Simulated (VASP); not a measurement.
Set up this calculation in VASP 6.6.1, as the native input.

```
Task                   : single point
Functional             : r2SCAN
Potentials or basis    : VASP PAW PBE potentials, release 64 (Na_pv, H)
Cutoff                 : 520 eV
k mesh                 : 10 × 10 × 10
Occupations            : gaussian, width 0.01 eV
Spin                   : no spin polarisation
Dipole correction      : no
Further INCAR settings : ALGO = Normal; EDIFF = 1e-06; NBANDS = 11
```

Crystal: NaH.

```
Na H
1.0
    -0.02542    2.40134    2.40134
     2.40134   -0.02542    2.40134
     2.40134    2.40134   -0.02542
Na H
1 1
Direct
  0.00000 0.00000 0.00000
  0.50000 0.50000 0.50000
```

This cell differs from its parent crystal: epitaxial 111 strain +1.2%.

One way to write it, as run:

POSCAR

```
NaH
1.0
   -0.0254199634      2.4013419738      2.4013419738
    2.4013419738     -0.0254199634      2.4013419738
    2.4013419738      2.4013419738     -0.0254199634
Na H
1 1
Direct
    0.0000000000      0.0000000000      0.0000000000
    0.5000000000      0.5000000000      0.5000000000
```

INCAR.step1

```
PREC     = Accurate       # precision mode
ENCUT    = 520            # plane-wave cutoff, eV
ISMEAR   = 0              # smearing method
SIGMA    = 0.01           # smearing width, eV
LREAL    = F              # projectors in reciprocal space
LASPH    = T              # aspherical terms in the spheres
NELM     = 80             # most SCF steps
NBANDS   = 11             # bands
GGA      = PE             # functional
ALGO     = Normal         # electronic algorithm
EDIFF    = 1E-4           # SCF threshold, eV
LWAVE    = T              # write WAVECAR
LCHARG   = F              # write CHGCAR
```

INCAR.step2

```
PREC     = Accurate       # precision mode
ENCUT    = 520            # plane-wave cutoff, eV
EDIFF    = 1E-6           # SCF threshold, eV
ISMEAR   = 0              # smearing method
SIGMA    = 0.01           # smearing width, eV
LREAL    = F              # projectors in reciprocal space
LASPH    = T              # aspherical terms in the spheres
NELM     = 80             # most SCF steps
ALGO     = Normal         # electronic algorithm
ISIF     = 2              # what is computed and relaxed
LWAVE    = F              # write WAVECAR
LCHARG   = T              # write CHGCAR
METAGGA  = R2SCAN         # meta-GGA
LMIXTAU  = T            
LELF     = T              # ELF
LVHAR    = T            
NBANDS   = 11             # bands
ISTART   = 1
```

KPOINTS

```
Automatic mesh
0
Gamma
  10 10 10
```

Potentials or basis: VASP PAW PBE potentials, release 64 (Na_pv, H).

Run with:

```sh
$ cat potpaw_PBE.64/Na_pv/POTCAR potpaw_PBE.64/H/POTCAR > POTCAR
$ cp INCAR.step1 INCAR
$ mpirun -np 1 vasp_std > vasp.out
$ cp INCAR.step2 INCAR
$ mpirun -np 1 vasp_std > vasp.out
```

It gave:

```yaml
Pressure: -0.7 GPa
Band_gap_on_the_k_mesh: 4.36 eV (least direct gap 5.20 eV)
```

Caveat: the cell differs from its parent crystal (epitaxial 111 strain +1.2%); the PAW data sets were made with another functional, which shifts forces and pressure a little.

Run time: 4.1 min on 1 thread of Intel Xeon 8259CL (shared host), peak memory 0.18 GiB.
